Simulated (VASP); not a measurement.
# SrO (F-43m) in VASP: notebook

The runs below take SrO through single point, with HSE06, r2SCANh.

All numbers are computed with VASP 6.6.1; they aren't measurements. Logs are shortened: lines on timing, memory, paths and dates and some standing lists are left out, and cuts for length are marked.

**1. The cell of the first run**

The structure is cubic, space group F-43m (No. 216). The conventional cell has a = 5.585 Å, b = 5.585 Å, c = 5.585 Å, α = 90.00°, β = 90.00°, γ = 90.00°. Within 3.2 Å of Sr (site symmetry -43m) lie 4 O at 2.42 Å. Within 3.2 Å of O (site symmetry -43m) lie 4 Sr at 2.42 Å.

**2. Single point, HSE06**

Contents of POSCAR:

```
SrO
1.0
    0.0000000000      2.7922805133      2.7922805133
    2.7922805133      0.0000000000      2.7922805133
    2.7922805133      2.7922805133      0.0000000000
Sr O
1 1
Direct
    0.0000000000      0.0000000000      0.0000000000
    0.2500000000      0.2500000000      0.2500000000
```

Contents of INCAR.step1:

```
SYSTEM = SrO
ALGO     = Normal         ! electronic algorithm
EDIFF    = 1E-5           ! SCF threshold, eV
ENCUT    = 520            ! plane-wave cutoff, eV
GGA      = PE             ! functional
ISIF     = 2              ! what is computed and relaxed
ISMEAR   = 0              ! smearing method
LASPH    = .TRUE.         ! aspherical terms in the spheres
LREAL    = .FALSE.        ! projectors in reciprocal space
LWAVE    = .TRUE.         ! write WAVECAR
NBANDS   = 15             ! bands
NELM     = 80             ! most SCF steps
PREC     = Accurate       ! precision mode
SIGMA    = 0.01           ! smearing width, eV
```

Contents of INCAR.step2:

```
SYSTEM = SrO
ALGO     = Normal         ! electronic algorithm
EDIFF    = 1E-6           ! SCF threshold, eV
ENCUT    = 520            ! plane-wave cutoff, eV
GGA      = PE             ! functional
HFSCREEN = 0.2079         ! screening, 1/A
ISIF     = 2              ! what is computed and relaxed
ISMEAR   = 0              ! smearing method
ISTART   = 1            
LASPH    = .TRUE.         ! aspherical terms in the spheres
LCHARG   = .TRUE.         ! write CHGCAR
LELF     = .TRUE.         ! ELF
LHFCALC  = .TRUE.         ! exact exchange
LREAL    = .FALSE.        ! projectors in reciprocal space
LVHAR    = .TRUE.       
LWAVE    = .FALSE.        ! write WAVECAR
NBANDS   = 15             ! bands
NELM     = 80             ! most SCF steps
PREC     = Accurate       ! precision mode
PRECFOCK = Normal       
SIGMA    = 0.01           ! smearing width, eV
```

Contents of KPOINTS:

```
k-points
0
G
  6 6 6
  0 0 0
```

Potentials or basis: VASP PAW PBE potentials, release 64 (Sr_sv, O).

Started as:

```bash
cat potpaw_PBE.64/Sr_sv/POTCAR potpaw_PBE.64/O/POTCAR > POTCAR
cp INCAR.step1 INCAR
mpirun -np 1 vasp_std > vasp.out
cp INCAR.step2 INCAR
mpirun -np 1 vasp_std > vasp.out
```

OUTCAR:

```text
SYSTEM = SrO
   EDIFF = 1E-6
   ENCUT = 520
   GGA = PE
   HFSCREEN = 0.2079
   ISIF = 2
   ISMEAR = 0
   ISTART = 1
   LASPH = .TRUE.
   LHFCALC = .TRUE.
   LREAL = .FALSE.
   NELM = 80
   PREC = Accurate
   PRECFOCK = Normal

 ion  position               nearest neighbor table
   1  0.000  0.000  0.000-   2 2.42   2 2.42   2 2.42   2 2.42
   2  0.250  0.250  0.250-   1 2.42   1 2.42   1 2.42   1 2.42

  LATTYP: Found a face centered cubic cell.
 ALAT       =     5.5845610266

  Lattice vectors:

 A1 = (   0.0000000000,   2.7922805133,   2.7922805133)
 A2 = (   2.7922805133,   0.0000000000,   2.7922805133)
 A3 = (   2.7922805133,   2.7922805133,   0.0000000000)

Analysis of symmetry for initial positions (statically):
=====================================================================
 Subroutine PRICEL returns:
 Original cell was already a primitive cell.

 Routine SETGRP: Setting up the symmetry group for a
 face centered cubic supercell.

 Subroutine GETGRP returns: Found 24 space group operations
 (whereof 24 operations were pure point group operations)
 out of a pool of 48 trial point group operations.

The static configuration has the point symmetry T_d .

Analysis of symmetry for dynamics (positions and initial velocities):
=====================================================================
 Subroutine PRICEL returns:
 Original cell was already a primitive cell.

 Routine SETGRP: Setting up the symmetry group for a
 face centered cubic supercell.

 Subroutine GETGRP returns: Found 24 space group operations
 (whereof 24 operations were pure point group operations)
 out of a pool of 48 trial point group operations.

The dynamic configuration has the point symmetry T_d .

 Subroutine INISYM returns: Found 24 space group operations
 (whereof 24 operations are pure point group operations),
 and found     1 'primitive' translations

----------------------------------------------------------------------------------------

                                     Primitive cell

  volume of cell :      43.5419

  direct lattice vectors                    reciprocal lattice vectors
     0.000000000  2.792280513  2.792280513    -0.179065104  0.179065104  0.179065104
     2.792280513  0.000000000  2.792280513     0.179065104 -0.179065104  0.179065104
     2.792280513  2.792280513  0.000000000     0.179065104  0.179065104 -0.179065104

  length of vectors
     3.948880972  3.948880972  3.948880972     0.310149858  0.310149858  0.310149858

  position of ions in fractional coordinates (direct lattice)
     0.000000000  0.000000000  0.000000000
     0.250000000  0.250000000  0.250000000

  ion indices of the primitive-cell ions
   primitive index   ion index
                 1           1
                 2           2

----------------------------------------------------------------------------------------

 KPOINTS: k-points

Automatic generation of k-mesh.
 Grid dimensions read from file:
 generate k-points for:    6    6    6

 Generating k-lattice:

  Cartesian coordinates                     Fractional coordinates (reciprocal lattice)
    -0.029844184  0.029844184  0.029844184     0.166666667  0.000000000  0.000000000
     0.029844184 -0.029844184  0.029844184     0.000000000  0.166666667  0.000000000
     0.029844184  0.029844184 -0.029844184     0.000000000  0.000000000  0.166666667

  Length of vectors
     0.051691643  0.051691643  0.051691643

  Shift w.r.t. Gamma in fractional coordinates (k-lattice)
     0.000000000  0.000000000  0.000000000

 Subroutine IBZKPT returns following result:
 ===========================================

 Found     16 irreducible k-points:

 Following reciprocal coordinates:
            Coordinates               Weight
  0.000000  0.000000  0.000000      1.000000
  0.166667  0.000000  0.000000      8.000000
  0.333333  0.000000  0.000000      8.000000
  0.500000  0.000000  0.000000      4.000000
  0.166667  0.166667  0.000000      6.000000
  0.333333  0.166667  0.000000     24.000000
[... 8 lines left out ...]
 -0.333333  0.333333  0.166667     24.000000
 -0.333333  0.500000  0.166667     12.000000
   k-points           NKPTS =     16   k-points in BZ     NKDIM =    216   number of bands    NBANDS=     15
   number of dos      NEDOS =    301   number of ions     NIONS =      2
   total plane-waves  NPLWV =  27000
   dimension x,y,z NGX =    30 NGY =   30 NGZ =   30
   dimension x,y,z NGXF=    60 NGYF=   60 NGZF=   60
   ions per type =               1   1
   NGX,Y,Z   is equivalent  to a cutoff of  12.63, 12.63, 12.63 a.u.
   NGXF,Y,Z  is equivalent  to a cutoff of  25.26, 25.26, 25.26 a.u.
 SYSTEM =  SrO
   PREC   = accura    normal or accurate (medium, high low for compatibility)
   ISTART =      1    job   : 0-new  1-cont  2-samecut
   ICHARG =      0    charge: 1-file 2-atom 10-const
   ISPIN  =      1    spin polarized calculation?
   LNONCOLLINEAR =      F non collinear calculations
   LSORBIT =      F    spin-orbit coupling
   LASPH  =      T    aspherical Exc in radial PAW
   ENCUT  =  520.0 eV  38.22 Ry    6.18 a.u.   7.34  7.34  7.34*2*pi/ulx,y,z
   NELM   =     80;   NELMIN=  2; NELMDL=  0     # of ELM steps
   EDIFF  = 0.1E-05   stopping-criterion for ELM
   LREAL  =      F    real-space projection
   EDIFFG = 0.1E-04   stopping-criterion for IOM
   NSW    =      0    number of steps for IOM
   IBRION =     -1    ionic relax: 0-MD 1-quasi-New 2-CG
   NFREE  =      0    steps in history (QN), initial steepest desc. (CG)
   ISIF   =      2    stress and relaxation
   ISYM   =      3    0-nonsym 1-usesym 2-fastsym
   POTIM  = 0.5000    time-step for ionic-motion
   TEBEG  =    0.0;   TEEND  =   0.0 temperature during run
   PSTRESS=    0.0 pullay stress
   NELECT =      16.0000    total number of electrons
   NUPDOWN=      -1.0000    fix difference up-down
   EMIN   =  10.00;   EMAX   =-10.00  energy-range for DOS
   EFERMI =   0.00;   METHOD = LEGACY
   ISMEAR =     0;   SIGMA  =   0.01  broadening in eV -4-tet -1-fermi 0-gaus
   EFERMI_NEDOS =   21; number of points for ismear=-14 and -15
   IALGO  =     38    algorithm
   IMIX   =      1    mixing-type and parameters
     AMIX     =   0.40;   BMIX     =  1.00
     AMIX_MAG =   1.60;   BMIX_MAG =  1.00
  volume/ion in A,a.u.               =      21.77       146.92
  Fermi-wavevector in a.u.,A,eV,Ry     =   1.172589  2.215872 18.707531  1.374965
  Thomas-Fermi vector in A             =   2.309015
   LORBIT       =      0    0 simple, 1 ext, 2 COOP (PROOUT), +10 PAW based schemes
   GGA     = PE    functional components
   LHFCALC =     T    Hartree Fock is set to
   PRECFOCK=normal    Normal, Fast or Accurate (Low or Medium for compatibility)
   ENCUT4O =  -1.0   cutoff for four orbital integrals eV
   NKREDX  =     1    reduce k-point grid by
   NKREDY  =     1    reduce k-point grid by
   NKREDZ  =     1    reduce k-point grid by
   AEXX    =    0.2500 exact exchange contribution
   HFSCREEN=    0.2079 screening length (either q_TF or 0.3 A-1)
   HFSCREENC=   0.2079 screening length for correlation (either q_TF or 0.3 A-1)
   ENCUTFOCK=  -1.0 apply spherical cutoff to Coloumb kernel
   IVDW    =     0    specifies the selected vdW correction
   LEPSILON=     F    determine dielectric tensor
   LRPA    =     F    only Hartree local field effects (RPA)
 non-spin polarized calculation
 Gauss-broadening in eV      SIGMA  =   0.01
  energy-cutoff  :      520.00
  volume of cell :       43.54
 maximum number of plane-waves:      1211
 NGX is ok and might be reduce to    30
  NGX = 24; NGY = 24; NGZ = 24

 number of electron      16.0000001 magnetization

 Free energy of the ion-electron system (eV)
  ---------------------------------------------------
  ext. energy  EPLUGINS =         0.00000000
  ---------------------------------------------------
  free energy    TOTEN  =       -13.83848531 eV

  energy without entropy =      -13.83848531  energy(sigma->0) =      -13.83848531

 E-fermi :  -0.5669     XC(G=0):  -7.1390

 val. band max:       -0.7340042549   @ k =  -0.3333   0.5000   0.1667
 cond. band min:       3.1223774481   @ k =   0.0000   0.0000   0.0000
 fundamental gap:      3.8563817029
 Fermi energy:        -0.5669068689

 k-point     1 :       0.0000    0.0000    0.0000
  band No.  band energies     occupation
      1     -34.8934      2.00000
      2     -16.9610      2.00000
      3     -15.5022      2.00000
      4     -15.5022      2.00000
      5     -15.5022      2.00000
      6      -1.6170      2.00000
      7      -1.6170      2.00000
      8      -1.6170      2.00000
      9       3.1224      0.00000
     10       9.0499      0.00000
     11       9.0499      0.00000
     12      10.4195      0.00000
     13      10.4195      0.00000
     14      10.4195      0.00000
     15      15.8167      0.00000

 k-point     2 :       0.1667    0.0000    0.0000
  band No.  band energies     occupation
      1     -34.8769      2.00000
      2     -17.3477      2.00000
      3     -15.5270      2.00000
      4     -15.5270      2.00000
      5     -15.1771      2.00000
      6      -1.7257      2.00000
      7      -1.5245      2.00000
      8      -1.5245      2.00000
      9       3.9717      0.00000
     10       8.5512      0.00000
     11       8.5512      0.00000
     12       9.7976      0.00000
     13      11.0417      0.00000
     14      11.0417      0.00000
     15      14.0154      0.00000

 k-point     3 :       0.3333    0.0000    0.0000
  band No.  band energies     occupation
      1     -34.8435      2.00000
      2     -17.8776      2.00000
      3     -15.5757      2.00000
      4     -15.5757      2.00000
      5     -14.7888      2.00000
      6      -1.6408      2.00000
      7      -1.3563      2.00000
      8      -1.3563      2.00000
      9       5.4059      0.00000
     10       8.3753      0.00000
     11       8.3753      0.00000
     12       8.6843      0.00000
     13      11.2440      0.00000
     14      11.2440      0.00000
     15      12.7932      0.00000
[... 199 lines left out ...]
 k-point    15 :      -0.3333    0.3333    0.1667
  band No.  band energies     occupation
      1     -34.8102      2.00000
      2     -18.1956      2.00000
      3     -15.8807      2.00000
      4     -15.7001      2.00000
      5     -14.2683      2.00000
      6      -1.4511      2.00000
      7      -1.4148      2.00000
      8      -0.8751      2.00000
      9       5.4380      0.00000
     10       6.7425      0.00000
     11       9.0621      0.00000
     12      10.6767      0.00000
     13      11.1219      0.00000
     14      12.3084      0.00000
     15      13.7143      0.00000

 k-point    16 :      -0.3333    0.5000    0.1667
  band No.  band energies     occupation
      1     -34.8047      2.00000
      2     -18.2482      2.00000
      3     -15.8557      2.00000
      4     -15.7605      2.00000
      5     -14.2153      2.00000
      6      -1.8203      2.00000
      7      -1.0865      2.00000
      8      -0.7340      2.00000
      9       5.2645      0.00000
     10       6.4911      0.00000
     11       9.7617      0.00000
     12      10.7150      0.00000
     13      11.9112      0.00000
     14      12.7052      0.00000
     15      13.5349      0.00000

------------------------ aborting loop because EDIFF is reached ----------------------------------------

  FORCE on cell =-STRESS in cart. coord.  units (eV):
  Direction    XX          YY          ZZ          XY          YZ          ZX
  --------------------------------------------------------------------------------------
  -------------------------------------------------------------------------------------
  Total        0.0318589      0.0318589      0.0318589      0.0000000     -0.0000000      0.0000000
  in kB        1.1722865      1.1722865      1.1722865      0.0000000     -0.0000000      0.0000000
  external PRESSURE =       1.1722865 kB  Pullay stress =       0.0000000 kB

 VOLUME and BASIS-vectors are now :
 -----------------------------------------------------------------------------
  energy-cutoff  :      520.00
  volume of cell :       43.54
      direct lattice vectors                 reciprocal lattice vectors
     0.000000000  2.792280513  2.792280513    -0.179065104  0.179065104  0.179065104
     2.792280513  0.000000000  2.792280513     0.179065104 -0.179065104  0.179065104
     2.792280513  2.792280513  0.000000000     0.179065104  0.179065104 -0.179065104

 POSITION                                       TOTAL-FORCE (eV/Angst)
 -----------------------------------------------------------------------------------
      0.00000      0.00000      0.00000         0.000000      0.000000      0.000000
      1.39614      1.39614      1.39614        -0.000000     -0.000000     -0.000000
 -----------------------------------------------------------------------------------
    total drift:                                0.000007      0.000002     -0.000005

  FREE ENERGIE OF THE ION-ELECTRON SYSTEM (eV)
  ---------------------------------------------------
  free  energy   TOTEN  =       -13.8384853091 eV

  energy  without entropy=      -13.8384853091  energy(sigma->0) =      -13.83848531
```

It took 40 min on 1 thread of AMD EPYC 7R43 (Zen 3), shared host; peak memory 0.25 GiB.

What came out:

* Free energy: -13.8385 eV
* Pressure: 0.1 GPa
* Band gap on the k mesh: 3.86 eV (least direct gap 4.74 eV)

Levels at points of the mesh, in eV from the valence-band top:
```tsv
k point	band 6	band 7	band 8	band 9	band 10	band 11
(0.00, 0.00, 0.00)	-0.88	-0.88	-0.88	3.86	9.78	9.78
(0.50, 0.00, 0.00)	-0.74	-0.55	-0.55	6.77	8.61	9.29
(0.50, 0.50, 0.00)	-1.47	-0.01	-0.01	5.99	7.27	11.49
```

Caveat: the structure was generated, so it needn't be the stable form of SrO; the PAW data sets were made with another functional, which shifts forces and pressure a little.

(Continued in part 2 of 2.)
